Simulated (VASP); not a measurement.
# KBr (Fm-3m) in VASP: further runs, part 2 of 2

VASP 6.6.1. Earlier steps stand in the parts before.

**4. Single point, r2SCAN (volume scaled by 0.94)**

File POSCAR:

```
KBr
1.0
    0.0000000000      3.2348143817      3.2348143817
    3.2348143817      0.0000000000      3.2348143817
    3.2348143817      3.2348143817      0.0000000000
K Br
1 1
Direct
    0.0000000000      0.0000000000      0.0000000000
    0.5000000000      0.5000000000      0.5000000000
```

File INCAR.step1:

```
SYSTEM = KBr
PREC = Accurate
ENCUT = 520
ISMEAR = 0
SIGMA = 0.02
LREAL = .False.
LASPH = .True.
NELM = 80
NBANDS = 15
GGA = PE
ALGO = Normal
EDIFF = 1E-4
LWAVE = .True.
LCHARG = .False.
```

File INCAR.step2:

```
SYSTEM = KBr
PREC = Accurate
ENCUT = 520
EDIFF = 1E-6
ISMEAR = 0
SIGMA = 0.02
LREAL = .False.
LASPH = .True.
NELM = 80
ALGO = Normal
ISIF = 2
LWAVE = .False.
LCHARG = .False.
METAGGA = R2SCAN
LMIXTAU = .True.
NBANDS = 15
ISTART = 1
```

File KPOINTS:

```
regular mesh
0
Gamma
  6 6 6
  0 0 0
```

Potentials or basis: VASP PAW PBE potentials, release 64 (K_sv, Br).

Command:

```bash
$ cat potpaw_PBE.64/K_sv/POTCAR potpaw_PBE.64/Br/POTCAR > POTCAR
$ cp INCAR.step1 INCAR
$ mpirun -np 1 vasp_std > vasp.out
$ cp INCAR.step2 INCAR
$ mpirun -np 1 vasp_std > vasp.out
```

OUTCAR:

```text
SYSTEM = KBr
   PREC = Accurate
   ENCUT = 520
   EDIFF = 1E-6
   ISMEAR = 0
   LREAL = .False.
   LASPH = .True.
   NELM = 80
   ISIF = 2
   METAGGA = R2SCAN
   ISTART = 1

 ion  position               nearest neighbor table
   1  0.000  0.000  0.000-   2 3.23   2 3.23   2 3.23   2 3.23   2 3.23   2 3.23
   2  0.500  0.500  0.500-   1 3.23   1 3.23   1 3.23   1 3.23   1 3.23   1 3.23

  LATTYP: Found a face centered cubic cell.
 ALAT       =     6.4696287634

  Lattice vectors:

 A1 = (   0.0000000000,   3.2348143817,   3.2348143817)
 A2 = (   3.2348143817,   0.0000000000,   3.2348143817)
 A3 = (   3.2348143817,   3.2348143817,   0.0000000000)

Analysis of symmetry for initial positions (statically):
=====================================================================
 Subroutine PRICEL returns:
 Original cell was already a primitive cell.

 Routine SETGRP: Setting up the symmetry group for a
 face centered cubic supercell.

 Subroutine GETGRP returns: Found 48 space group operations
 (whereof 48 operations were pure point group operations)
 out of a pool of 48 trial point group operations.

The static configuration has the point symmetry O_h .

[... 166 lines left out ...]
      6      -1.9013      2.00000
      7      -1.9013      2.00000
      8      -1.9013      2.00000
      9       3.3566      0.00000
     10       6.3340      0.00000
     11       6.3340      0.00000
     12       6.3340      0.00000
     13       7.3540      0.00000
     14       7.3540      0.00000
[... 257 lines left out ...]
      2     -14.6700      2.00000
      3     -13.4688      2.00000
      4     -13.4345      2.00000
      5     -13.3000      2.00000
      6      -2.6751      2.00000
      7      -2.4262      2.00000
      8      -2.3917      2.00000
      9       5.2021      0.00000
     10       7.1221      0.00000
     11       7.1375      0.00000
     12       8.4398      0.00000
     13       9.1268      0.00000
     14       9.8770      0.00000
     15      10.5187      0.00000

------------------------ aborting loop because EDIFF is reached ----------------------------------------

  FORCE on cell =-STRESS in cart. coord.  units (eV):
  Direction    XX          YY          ZZ          XY          YZ          ZX
  --------------------------------------------------------------------------------------
  -------------------------------------------------------------------------------------
  Total        0.5060958      0.5060958      0.5060958      0.0000000      0.0000000      0.0000000
  in kB       11.9774732     11.9774732     11.9774732      0.0000000      0.0000000      0.0000000
  external PRESSURE =      11.9774732 kB  Pullay stress =       0.0000000 kB

 VOLUME and BASIS-vectors are now :
 -----------------------------------------------------------------------------
  energy-cutoff  :      520.00
  volume of cell :       67.70
      direct lattice vectors                 reciprocal lattice vectors
     0.000000000  3.234814382  3.234814382    -0.154568374  0.154568374  0.154568374
     3.234814382  0.000000000  3.234814382     0.154568374 -0.154568374  0.154568374
     3.234814382  3.234814382  0.000000000     0.154568374  0.154568374 -0.154568374

 POSITION                                       TOTAL-FORCE (eV/Angst)
 -----------------------------------------------------------------------------------
      0.00000      0.00000      0.00000         0.000000     -0.000000      0.000000
      3.23481      3.23481      3.23481        -0.000000      0.000000     -0.000000
 -----------------------------------------------------------------------------------
    total drift:                                0.000000      0.000000      0.000000

  FREE ENERGIE OF THE ION-ELECTRON SYSTEM (eV)
  ---------------------------------------------------
  free  energy   TOTEN  =       -23.2322903481 eV

  energy  without entropy=      -23.2322903481  energy(sigma->0) =      -23.23229035
```

Run time: 45 s. Hardware: 1 thread of Intel Xeon 6975P-C (Granite Rapids), shared host; peak memory 0.22 GiB.

What came out:

```
Free energy            : -23.2323 eV
Pressure               : 1.2 GPa
Band gap on the k mesh : 5.26 eV, direct
```

Levels at points of the mesh, in eV from the valence-band top:
| k point | band 6 | band 7 | band 8 | band 9 | band 10 | band 11 |
| --- | --- | --- | --- | --- | --- | --- |
| (0.00, 0.00, 0.00) | 0.00 | 0.00 | 0.00 | 5.26 | 8.24 | 8.24 |
| (0.50, 0.00, 0.00) | -1.29 | -0.38 | -0.38 | 7.26 | 9.09 | 10.69 |
| (0.50, 0.50, 0.00) | -0.89 | -0.31 | -0.31 | 6.28 | 8.26 | 10.30 |

Caveat: the PAW data sets were made with another functional, which shifts forces and pressure a little.

**5. Single point, r2SCAN (volume scaled by 0.97)**

File POSCAR:

```
KBr
1.0
    0.0000000000      3.2688675618      3.2688675618
    3.2688675618      0.0000000000      3.2688675618
    3.2688675618      3.2688675618      0.0000000000
K Br
1 1
Direct
    0.0000000000      0.0000000000      0.0000000000
    0.5000000000      0.5000000000      0.5000000000
```

File INCAR.step1:

```
SYSTEM = KBr
  PREC = Accurate
  ENCUT = 520
  ISMEAR = 0
  SIGMA = 0.02
  LREAL = .False.
  LASPH = .True.
  NELM = 60
  NBANDS = 15
  GGA = PE
  ALGO = Normal
  EDIFF = 1E-4
  LWAVE = .True.
  LCHARG = .False.
```

File INCAR.step2:

```
SYSTEM = KBr
  PREC = Accurate
  ENCUT = 520
  EDIFF = 1E-6
  ISMEAR = 0
  SIGMA = 0.02
  LREAL = .False.
  LASPH = .True.
  NELM = 60
  ALGO = Normal
  ISIF = 2
  LWAVE = .False.
  LCHARG = .False.
  METAGGA = R2SCAN
  LMIXTAU = .True.
  NBANDS = 15
  ISTART = 1
```

KPOINTS is that of step 4.

Command:

```bash
$ cat potpaw_PBE.64/K_sv/POTCAR potpaw_PBE.64/Br/POTCAR > POTCAR
$ cp INCAR.step1 INCAR
$ mpirun -np 1 vasp_std > vasp.out
$ cp INCAR.step2 INCAR
$ mpirun -np 1 vasp_std > vasp.out
```

It took 41 s on 1 thread of Intel Xeon 6975P-C (Granite Rapids), shared host; peak memory 0.22 GiB.

Results (log left out):

```
Free energy            : -23.2444 eV
Pressure               : 0.6 GPa
Band gap on the k mesh : 5.16 eV, direct
```

Levels at points of the mesh, in eV from the valence-band top:
| k point | band 4 | band 5 | band 6 | band 7 | band 8 | band 9 | band 10 | band 11 | band 12 | band 13 |
| --- | --- | --- | --- | --- | --- | --- | --- | --- | --- | --- |
| (0.00, 0.00, 0.00) | -11.53 | -11.53 | 0.00 | 0.00 | 0.00 | 5.16 | 8.24 | 8.24 | 8.24 | 9.24 |
| (0.50, 0.00, 0.00) | -11.54 | -11.27 | -1.22 | -0.35 | -0.35 | 7.20 | 8.98 | 10.61 | 10.61 | 10.90 |
| (0.50, 0.50, 0.00) | -11.57 | -11.57 | -0.85 | -0.30 | -0.30 | 6.33 | 8.14 | 10.25 | 10.30 | 10.67 |

Caveat: the PAW data sets were made with another functional, which shifts forces and pressure a little.

**6. The runs side by side**

| cell | gap on the mesh (eV) | pressure (GPa) |
| --- | --- | --- |
| a = 4.475 Å, angles 60.0°, 2 atoms | 5.47 | 2.9 |
| a = 4.526 Å, angles 60.0°, 2 atoms | 5.36 | 2.0 |
| a = 4.575 Å, angles 60.0°, 2 atoms | 5.26 | 1.2 |
| a = 4.623 Å, angles 60.0°, 2 atoms | 5.16 | 0.6 |

Alike in all rows: task single point; level r2SCAN; potentials or basis VASP PAW PBE potentials, release 64 (K_sv, Br); no spin polarisation; k mesh 6 × 6 × 6; cutoff (eV) 520; smearing gaussian 0.02 eV.

Caveats: the PAW data sets were made with another functional, which shifts forces and pressure a little.

Absolute energies hang on the potentials; compare differences alone.
